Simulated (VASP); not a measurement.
# MgBe2SeS2 (P-4m2) in VASP: further runs

The runs below take MgBe2SeS2 through single point, relaxation of cell and atoms, with PBE.

Program: VASP 6.6.1. These are calculated values, not measurements. Logs are shortened: lines on timing, memory, paths and dates and some standing lists are left out, and cuts for length are marked.

### 1 The cell of the first run

The structure is tetragonal, space group P-4m2 (No. 115). The conventional cell has a = 4.103 Å, b = 4.103 Å, c = 6.847 Å, α = 90.00°, β = 90.00°, γ = 90.00°. Mg (site symmetry -4m2) has 4 S at 2.36 Å and 4 Se at 2.90 Å and 4 Be at 2.99 Å within 3.1 Å. Within 3.9 Å of Be (site symmetry 2mm) lie 2 Mg at 2.99 Å and 2 Se at 2.99 Å and 6 S at 3.07 to 3.50 Å and 4 Be at 3.82 Å. Within 3.1 Å of Se (site symmetry -4m2) lie 4 S at 2.36 Å and 4 Mg at 2.90 Å and 4 Be at 2.99 Å. S (site symmetry 2mm) has 2 Mg at 2.36 Å and 2 Se at 2.36 Å and 4 Be at 3.07 Å within 3.1 Å.

### 2 Single point, PBE

The input, INCAR:

```
SYSTEM = MgBe2SeS2
PREC = Accurate
ENCUT = 520
EDIFF = 1E-6
ISMEAR = 0
SIGMA = 0.1
LREAL = .False.
LASPH = .True.
NELM = 60
ALGO = Normal
ISIF = 2
LWAVE = .False.
LCHARG = .True.
GGA = PE
LELF = .True.
LVHAR = .True.
NBANDS = 21
```

The input, KPOINTS:

```
regular mesh
0
Gamma
  4 4 4
  0 0 0
```

The input, POSCAR:

```
MgBe2SeS2
1.0
    4.1025209300      0.0000000000      0.0000000000
    0.0000000000      4.1025209300      0.0000000000
    0.0000000000      0.0000000000      6.8470218400
Mg Be Se S
1 2 1 2
Direct
    0.0000000000      0.0000000000      0.0000000000
    0.5000000000      0.0000000000      0.3182089900
    0.0000000000      0.5000000000      0.6817910100
    0.5000000000      0.5000000000      0.0000000000
    0.5000000000      0.0000000000      0.8291289800
    0.0000000000      0.5000000000      0.1708710200
```

Potentials or basis: VASP PAW PBE potentials, release 64 (Mg, Be, Se, S).

Run with:

```console
$ cat potpaw_PBE.64/Mg/POTCAR potpaw_PBE.64/Be/POTCAR potpaw_PBE.64/Se/POTCAR potpaw_PBE.64/S/POTCAR > POTCAR
$ mpirun -np 1 vasp_std > vasp.out
```

OUTCAR:

```text
SYSTEM = MgBe2SeS2
   PREC = Accurate
   ENCUT = 520
   EDIFF = 1E-6
   ISMEAR = 0
   LREAL = .False.
   LASPH = .True.
   NELM = 60
   ISIF = 2
   GGA = PE

 ion  position               nearest neighbor table
   1  0.000  0.000  0.000-   5 2.36   6 2.36   6 2.36   5 2.36   4 2.90   4 2.90   4 2.90   4 2.90
                             2 2.99   3 2.99   3 2.99   2 2.99
   2  0.500  0.000  0.318-   1 2.99   1 2.99
   3  0.000  0.500  0.682-   1 2.99   1 2.99
   4  0.500  0.500  0.000-   5 2.36   6 2.36   5 2.36   6 2.36   1 2.90   1 2.90   1 2.90   1 2.90

   5  0.500  0.000  0.829-   1 2.36   4 2.36   4 2.36   1 2.36
   6  0.000  0.500  0.171-   1 2.36   4 2.36   1 2.36   4 2.36

  LATTYP: Found a simple tetragonal cell.
 ALAT       =     4.1025209300
 C/A-ratio  =     1.6689791367

  Lattice vectors:

 A1 = (   4.1025209300,   0.0000000000,   0.0000000000)
 A2 = (   0.0000000000,   4.1025209300,   0.0000000000)
 A3 = (   0.0000000000,   0.0000000000,   6.8470218400)

Analysis of symmetry for initial positions (statically):
=====================================================================
 Subroutine PRICEL returns:
 Original cell was already a primitive cell.

 Routine SETGRP: Setting up the symmetry group for a
 simple tetragonal supercell.

 Subroutine GETGRP returns: Found  8 space group operations
 (whereof  8 operations were pure point group operations)
 out of a pool of 16 trial point group operations.

The static configuration has the point symmetry D_2d.

Analysis of symmetry for dynamics (positions and initial velocities):
=====================================================================
 Subroutine PRICEL returns:
 Original cell was already a primitive cell.

 Routine SETGRP: Setting up the symmetry group for a
 simple tetragonal supercell.

 Subroutine GETGRP returns: Found  8 space group operations
 (whereof  8 operations were pure point group operations)
 out of a pool of 16 trial point group operations.

The dynamic configuration has the point symmetry D_2d.

 Subroutine INISYM returns: Found  8 space group operations
 (whereof  8 operations are pure point group operations),
 and found     1 'primitive' translations

----------------------------------------------------------------------------------------

                                     Primitive cell

  volume of cell :     115.2400

  direct lattice vectors                    reciprocal lattice vectors
     4.102520930  0.000000000  0.000000000     0.243752565  0.000000000  0.000000000
     0.000000000  4.102520930  0.000000000     0.000000000  0.243752565  0.000000000
     0.000000000  0.000000000  6.847021840     0.000000000  0.000000000  0.146048899

  length of vectors
     4.102520930  4.102520930  6.847021840     0.243752565  0.243752565  0.146048899

  position of ions in fractional coordinates (direct lattice)
     0.000000000  0.000000000  0.000000000
     0.500000000  0.000000000  0.318208990
     0.000000000  0.500000000  0.681791010
     0.500000000  0.500000000  0.000000000
     0.500000000  0.000000000  0.829128980
     0.000000000  0.500000000  0.170871020

  ion indices of the primitive-cell ions
   primitive index   ion index
                 1           1
                 2           2
                 3           3
                 4           4
                 5           5
                 6           6

----------------------------------------------------------------------------------------

 KPOINTS: regular mesh

Automatic generation of k-mesh.
 Grid dimensions read from file:
 generate k-points for:    4    4    4

 Generating k-lattice:

  Cartesian coordinates                     Fractional coordinates (reciprocal lattice)
     0.060938141  0.000000000  0.000000000     0.250000000  0.000000000  0.000000000
     0.000000000  0.060938141  0.000000000     0.000000000  0.250000000  0.000000000
     0.000000000  0.000000000  0.036512225     0.000000000  0.000000000  0.250000000

  Length of vectors
     0.060938141  0.060938141  0.036512225

  Shift w.r.t. Gamma in fractional coordinates (k-lattice)
     0.000000000  0.000000000  0.000000000

 Subroutine IBZKPT returns following result:
 ===========================================

 Found     18 irreducible k-points:

 Following reciprocal coordinates:
            Coordinates               Weight
  0.000000  0.000000  0.000000      1.000000
  0.250000  0.000000  0.000000      4.000000
  0.500000  0.000000  0.000000      2.000000
  0.250000  0.250000  0.000000      4.000000
  0.500000  0.250000  0.000000      4.000000
  0.500000  0.500000  0.000000      1.000000
[... 10 lines left out ...]
  0.500000  0.250000  0.500000      4.000000
  0.500000  0.500000  0.500000      1.000000
   k-points           NKPTS =     18   k-points in BZ     NKDIM =     18   number of bands    NBANDS=     21
   number of dos      NEDOS =    301   number of ions     NIONS =      6
   total plane-waves  NPLWV =  55296
   dimension x,y,z NGX =    32 NGY =   32 NGZ =   54
   dimension x,y,z NGXF=    64 NGYF=   64 NGZF=  108
   ions per type =               1   2   1   2
   NGX,Y,Z   is equivalent  to a cutoff of  12.97, 12.97, 13.11 a.u.
   NGXF,Y,Z  is equivalent  to a cutoff of  25.93, 25.93, 26.22 a.u.
 SYSTEM =  MgBe2SeS2
   PREC   = accura    normal or accurate (medium, high low for compatibility)
   ISTART =      0    job   : 0-new  1-cont  2-samecut
   ICHARG =      2    charge: 1-file 2-atom 10-const
   ISPIN  =      1    spin polarized calculation?
   LNONCOLLINEAR =      F non collinear calculations
   LSORBIT =      F    spin-orbit coupling
   LASPH  =      T    aspherical Exc in radial PAW
   ENCUT  =  520.0 eV  38.22 Ry    6.18 a.u.   7.63  7.63 12.73*2*pi/ulx,y,z
   NELM   =     60;   NELMIN=  2; NELMDL= -5     # of ELM steps
   EDIFF  = 0.1E-05   stopping-criterion for ELM
   LREAL  =      F    real-space projection
   EDIFFG = 0.1E-04   stopping-criterion for IOM
   NSW    =      0    number of steps for IOM
   IBRION =     -1    ionic relax: 0-MD 1-quasi-New 2-CG
   NFREE  =      0    steps in history (QN), initial steepest desc. (CG)
   ISIF   =      2    stress and relaxation
   ISYM   =      2    0-nonsym 1-usesym 2-fastsym
   POTIM  = 0.5000    time-step for ionic-motion
   TEBEG  =    0.0;   TEEND  =   0.0 temperature during run
   PSTRESS=    0.0 pullay stress
   NELECT =      24.0000    total number of electrons
   NUPDOWN=      -1.0000    fix difference up-down
   EMIN   =  10.00;   EMAX   =-10.00  energy-range for DOS
   EFERMI =   0.00;   METHOD = LEGACY
   ISMEAR =     0;   SIGMA  =   0.10  broadening in eV -4-tet -1-fermi 0-gaus
   EFERMI_NEDOS =   21; number of points for ismear=-14 and -15
   IALGO  =     38    algorithm
   IMIX   =      4    mixing-type and parameters
     AMIX     =   0.40;   BMIX     =  1.00
     AMIX_MAG =   1.60;   BMIX_MAG =  1.00
  volume/ion in A,a.u.               =      19.21       129.61
  Fermi-wavevector in a.u.,A,eV,Ry     =   0.970385  1.833762 12.811890  0.941647
  Thomas-Fermi vector in A             =   2.100516
   LORBIT       =      0    0 simple, 1 ext, 2 COOP (PROOUT), +10 PAW based schemes
   GGA     = PE    functional components
   LHFCALC =     F    Hartree Fock is set to
   AEXX    =    0.0000 exact exchange contribution
   IVDW    =     0    specifies the selected vdW correction
   LEPSILON=     F    determine dielectric tensor
   LRPA    =     F    only Hartree local field effects (RPA)
 non-spin polarized calculation
 Gauss-broadening in eV      SIGMA  =   0.10
  energy-cutoff  :      520.00
  volume of cell :      115.24
 maximum number of plane-waves:      3138
 NGX is ok and might be reduce to    32
   NGX = 15   NGY = 15   NGZ = 25

 number of electron      24.0000000 magnetization

 Free energy of the ion-electron system (eV)
  ---------------------------------------------------
  ext. energy  EPLUGINS =         0.00000000
  ---------------------------------------------------
  free energy    TOTEN  =       -13.83722921 eV

  energy without entropy =      -13.80710988  energy(sigma->0) =      -13.82216955

 E-fermi :   4.5358     XC(G=0):  -9.0477

 val. band max:        4.5187829842   @ k =   0.2500   0.0000   0.2500
 cond. band min:       4.5409396125   @ k =   0.2500   0.0000   0.0000
 fundamental gap:      0.0221566283
 Fermi energy:         4.5357950331

 k-point     1 :       0.0000    0.0000    0.0000
  band No.  band energies     occupation
      1     -13.4014      2.00000
      2      -9.9407      2.00000
      3      -6.2762      2.00000
      4      -3.3542      2.00000
      5      -3.3542      2.00000
      6      -0.8534      2.00000
[... 13 lines left out ...]
     20       8.6747      0.00000
     21       9.0369      0.00000

 k-point     2 :       0.2500    0.0000    0.0000
  band No.  band energies     occupation
      1     -13.0611      2.00000
      2     -10.0676      2.00000
      3      -7.3182      2.00000
      4      -3.2509      2.00000
      5      -3.1445      2.00000
      6      -1.0384      2.00000
[... 13 lines left out ...]
     20       8.0475      0.00000
     21      10.2104      0.00000

 k-point     3 :       0.5000    0.0000    0.0000
  band No.  band energies     occupation
      1     -12.5647      2.00000
      2     -10.4731      2.00000
      3      -7.9390      2.00000
      4      -3.1588      2.00000
      5      -2.8899      2.00000
      6      -1.4777      2.00000
[... 13 lines left out ...]
     20       8.1822      0.00000
     21       9.7893      0.00000
[... 313 lines left out ...]
 k-point    17 :       0.5000    0.2500    0.5000
  band No.  band energies     occupation
      1     -12.1271      2.00000
      2     -10.3591      2.00000
      3      -8.8853      2.00000
      4      -3.4618      2.00000
      5      -2.9248      2.00000
      6      -1.3212      2.00000
[... 13 lines left out ...]
     20       7.9410      0.00000
     21       8.9789      0.00000

 k-point    18 :       0.5000    0.5000    0.5000
  band No.  band energies     occupation
      1     -11.2389      2.00000
      2     -10.2392      2.00000
      3     -10.2392      2.00000
      4      -3.1021      2.00000
      5      -2.5092      2.00000
      6      -1.9003      2.00000
[... 13 lines left out ...]
     20       7.9399      0.00000
     21       9.9520      0.00000

------------------------ aborting loop because EDIFF is reached ----------------------------------------

  FORCE on cell =-STRESS in cart. coord.  units (eV):
  Direction    XX          YY          ZZ          XY          YZ          ZX
  --------------------------------------------------------------------------------------
  -------------------------------------------------------------------------------------
  Total       10.9015518     10.9015518      4.7444523      0.0000000      0.0000000     -0.0000000
  in kB      151.5638339    151.5638339     65.9619281      0.0000000      0.0000000     -0.0000000
  external PRESSURE =     123.0298653 kB  Pullay stress =       0.0000000 kB

 VOLUME and BASIS-vectors are now :
 -----------------------------------------------------------------------------
  energy-cutoff  :      520.00
  volume of cell :      115.24
      direct lattice vectors                 reciprocal lattice vectors
     4.102520930  0.000000000  0.000000000     0.243752565  0.000000000  0.000000000
     0.000000000  4.102520930  0.000000000     0.000000000  0.243752565  0.000000000
     0.000000000  0.000000000  6.847021840     0.000000000  0.000000000  0.146048899

 POSITION                                       TOTAL-FORCE (eV/Angst)
 -----------------------------------------------------------------------------------
      0.00000      0.00000      0.00000         0.000000      0.000000      0.000000
      2.05126      0.00000      2.17878         0.000000     -0.000000      0.372499
      0.00000      2.05126      4.66824         0.000000      0.000000     -0.372499
      2.05126      2.05126      0.00000         0.000000     -0.000000      0.000000
      2.05126      0.00000      5.67706        -0.000000      0.000000     -2.595762
      0.00000      2.05126      1.16996         0.000000      0.000000      2.595762
 -----------------------------------------------------------------------------------
    total drift:                                0.000000     -0.000000     -0.000000

  FREE ENERGIE OF THE ION-ELECTRON SYSTEM (eV)
  ---------------------------------------------------
  free  energy   TOTEN  =       -13.8372292133 eV

  energy  without entropy=      -13.8071098808  energy(sigma->0) =      -13.82216955
```

Wall time 23 s (1 thread of AMD EPYC 9R45 (Zen 5), shared host); peak memory 0.21 GiB.

What came out:

```yaml
Free_energy: -13.8372 eV
Pressure: 12.3 GPa
Largest_force: 2.596 eV/Å
Band_gap_on_the_k_mesh: zero (band 12 reaches 5.52 eV, above the bottom of band 13 at 4.48 eV)
```

Forces on the atoms (eV/Å):
```
Mg   0.000  0.000  0.000
Be   0.000  0.000  0.372
Be   0.000  0.000 -0.372
Se   0.000  0.000  0.000
S    0.000  0.000 -2.596
S    0.000  0.000  2.596
```

Caveat: the k points lie up to 0.38 Å⁻¹ apart; forces of over 1 eV/Å act on the atoms, so gaps and moduli don't describe the material at rest.

### 3 Single point, PBE

This run uses another cell than the first one, of 21.48 Å³/atom, 1.118 times its volume.

The input, INCAR:

```
SYSTEM = MgBe2SeS2
PREC = Accurate ; ENCUT = 520
EDIFF = 1E-7 ; ISMEAR = 0
SIGMA = 0.1 ; LREAL = .FALSE.
LASPH = .TRUE. ; NELM = 100
ALGO = Normal ; ISIF = 2
LWAVE = .FALSE. ; LCHARG = .TRUE.
GGA = PE ; LELF = .TRUE.
LVHAR = .TRUE. ; NBANDS = 21
```

The input, KPOINTS:

```
regular mesh
0
G
  4 4 4
  0 0 0
```

The input, POSCAR:

```
MgBe2SeS2
1.0
    3.4631915274      0.0000000000      0.0000000000
    0.0000000000      3.4631915274      0.0000000000
    0.0000000000      0.0000000000     10.7466296641
Mg Be Se S
1 2 1 2
Direct
    0.0000000000      0.0000000000      0.0000000000
    0.5000000000      0.0000000000      0.4263654021
    0.0000000000      0.5000000000      0.5736345979
    0.5000000000      0.5000000000      0.0000000000
    0.5000000000      0.0000000000      0.6158042730
    0.0000000000      0.5000000000      0.3841957270
```

Potentials or basis: VASP PAW PBE potentials, release 64 (Mg, Be, Se, S).

Run with:

```console
$ cat potpaw_PBE.64/Mg/POTCAR potpaw_PBE.64/Be/POTCAR potpaw_PBE.64/Se/POTCAR potpaw_PBE.64/S/POTCAR > POTCAR
$ mpirun -np 1 vasp_std > vasp.out
```

It took 35 s on 1 thread of AMD EPYC 9R45 (Zen 5), shared host; peak memory 0.23 GiB.

It converged, with:

```yaml
Free_energy: -23.7431 eV
Pressure: 0.0 GPa
Largest_force: 0.011 eV/Å
Band_gap_on_the_k_mesh: 0.68 eV, indirect (least direct gap 0.87 eV)
```

Forces on the atoms (eV/Å):
```
Mg   0.000  0.000  0.000
Be   0.000  0.000  0.011
Be   0.000  0.000 -0.011
Se   0.000  0.000  0.000
S    0.000  0.000 -0.008
S    0.000  0.000  0.008
```

Stress tensor (GPa, compression positive):
```
-0.03  0.00  0.00
 0.00 -0.03  0.00
 0.00  0.00  0.10
```

Levels at points of the mesh, in eV from the valence-band top:
| k point | band 9 | band 10 | band 11 | band 12 | band 13 | band 14 | band 15 | band 16 |
| --- | --- | --- | --- | --- | --- | --- | --- | --- |
| (0.00, 0.00, 0.00) | -1.22 | -1.22 | -0.52 | -0.52 | 1.72 | 1.93 | 3.12 | 4.68 |
| (0.50, 0.00, 0.00) | -1.25 | -1.24 | -1.23 | 0.00 | 2.73 | 3.14 | 3.48 | 4.04 |
| (0.50, 0.50, 0.00) | -3.66 | -3.29 | -3.29 | -0.18 | 0.69 | 0.69 | 1.95 | 4.70 |
| (0.00, 0.00, 0.50) | -1.22 | -1.22 | -0.52 | -0.52 | 1.88 | 1.90 | 2.88 | 4.67 |
| (0.50, 0.00, 0.50) | -1.25 | -1.24 | -1.16 | 0.00 | 2.97 | 3.09 | 3.43 | 4.04 |
| (0.50, 0.50, 0.50) | -3.66 | -3.28 | -3.28 | -0.20 | 0.68 | 0.68 | 1.99 | 4.47 |

Caveat: the k points lie up to 0.45 Å⁻¹ apart. A k mesh can miss the band edges.

### 4 Single point, PBE

This run uses another cell than the first one, of 21.49 Å³/atom, 1.119 times its volume.

The input, INCAR:

```
SYSTEM = MgBe2SeS2
PREC = Accurate
ENCUT = 520
EDIFF = 1E-6
ISMEAR = 0
SIGMA = 0.1
LREAL = .FALSE.
LASPH = .TRUE.
NELM = 80
ALGO = Normal
ISIF = 2
LWAVE = .FALSE.
LCHARG = .TRUE.
GGA = PE
LELF = .TRUE.
LVHAR = .TRUE.
NBANDS = 21
```

The input, KPOINTS:

```
regular mesh
0
G
  6 6 2
  0 0 0
```

The input, POSCAR:

```
MgBe2SeS2
1.0
    3.4557012697      0.0000000000      0.0000000000
    0.0000000000      3.4557012697      0.0000000000
    0.0000000000      0.0000000000     10.7998028121
Mg Be Se S
1 2 1 2
Direct
    0.0000000000      0.0000000000      0.0000000000
    0.5000000000      0.0000000000      0.4272479663
    0.0000000000      0.5000000000      0.5727520337
    0.5000000000      0.5000000000      0.0000000000
    0.5000000000      0.0000000000      0.6158285467
    0.0000000000      0.5000000000      0.3841714533
```

Run with:

```console
$ cat potpaw_PBE.64/Mg/POTCAR potpaw_PBE.64/Be/POTCAR potpaw_PBE.64/Se/POTCAR potpaw_PBE.64/S/POTCAR > POTCAR
$ mpirun -np 1 vasp_std > vasp.out
```

Run time: 33 s. Hardware: 1 thread of AMD EPYC 9R45 (Zen 5), shared host; peak memory 0.24 GiB.

The run converged. Its results:

| Item | Value |
| --- | --- |
| Free energy | -23.8786 eV |
| Pressure | 0.0 GPa |
| Largest force | 0.017 eV/Å |
| Band gap on the k mesh | 0.69 eV, indirect (least direct gap 0.89 eV) |

Forces on the atoms (eV/Å):
```
Mg   0.000  0.000  0.000
Be   0.000  0.000 -0.017
Be   0.000  0.000  0.017
Se   0.000  0.000  0.000
S    0.000  0.000  0.003
S    0.000  0.000 -0.003
```

Stress tensor (GPa, compression positive):
```
-0.05  0.00  0.00
 0.00 -0.05  0.00
 0.00  0.00  0.17
```

Levels at points of the mesh, in eV from the valence-band top:
```
           k point  band 10  band 11  band 12  band 13  band 14  band 15
(0.00, 0.00, 0.00)    -1.22    -0.52    -0.52     1.76     1.94     3.14
(0.50, 0.00, 0.00)    -1.24    -1.23     0.00     2.76     3.17     3.51
(0.50, 0.50, 0.00)    -3.28    -3.28    -0.19     0.70     0.70     1.99
(0.00, 0.00, 0.50)    -1.22    -0.52    -0.52     1.91     1.92     2.92
(0.50, 0.00, 0.50)    -1.23    -1.17     0.00     3.00     3.13     3.44
(0.50, 0.50, 0.50)    -3.28    -3.28    -0.20     0.69     0.69     2.02
```

A k mesh can miss the band edges. A hybrid or GW would open this gap; PBE tends to underestimate it.

(Part 1 of 2 ends here.)
